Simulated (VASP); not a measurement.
Set up this calculation in VASP 6.6.1, as the native input.

```
Task                   : single point
Functional             : BLYP
Dispersion             : D4
Potentials or basis    : VASP PAW PBE potentials, release 64 (Au)
Cutoff                 : 520 eV
k mesh                 : 11 × 11 × 11
Occupations            : fermi-dirac, width 0.05 eV
Spin                   : no spin polarisation
Dipole correction      : no
Further INCAR settings : ALGO = Normal; EDIFF = 1e-07; NBANDS = 12
```

The structure of Au lies in POSCAR:

```
Au
1.0
    0.0000000000      2.0758196315      2.0758196315
    2.0758196315      0.0000000000      2.0758196315
    2.0758196315      2.0758196315      0.0000000000
Au
1
Direct
    0.0000000000      0.0000000000      0.0000000000
```

The input as run:

INCAR

```
SYSTEM = Au
  PREC = Accurate
  ENCUT = 520
  EDIFF = 1E-7
  ISMEAR = -1
  SIGMA = 0.05
  LREAL = .FALSE.
  LASPH = .TRUE.
  NELM = 100
  ALGO = Normal
  ISIF = 2
  LWAVE = .FALSE.
  LCHARG = .FALSE.
  GGA = B5
  ALDAX = 1.0
  AGGAX = 1.0
  AGGAC = 1.0
  ALDAC = 0.0
  IVDW = 13
  VDW_S6 = 1.0
  VDW_S8 = 2.34076671
  VDW_A1 = 0.44488865
  VDW_A2 = 4.0933009
  NBANDS = 12
```

KPOINTS

```
Automatic mesh
0
G
  11 11 11
  0 0 0
```

Potentials or basis: VASP PAW PBE potentials, release 64 (Au).

Run with:

```bash
$ cat potpaw_PBE.64/Au/POTCAR > POTCAR
$ mpirun -np 1 vasp_std > vasp.out
```

It gave:

```json
{
  "Pressure": "0.6 GPa",
  "Dispersion energy per atom": "-1.245 eV"
}
```

Caveat: the PAW data sets were made with another functional, which shifts forces and pressure a little; pairwise dispersion overbinds metals, which lowers pressure and volume.

It took 19 s on 1 thread of Intel Xeon 8259CL, with other jobs on the host, peak memory 0.15 GiB.
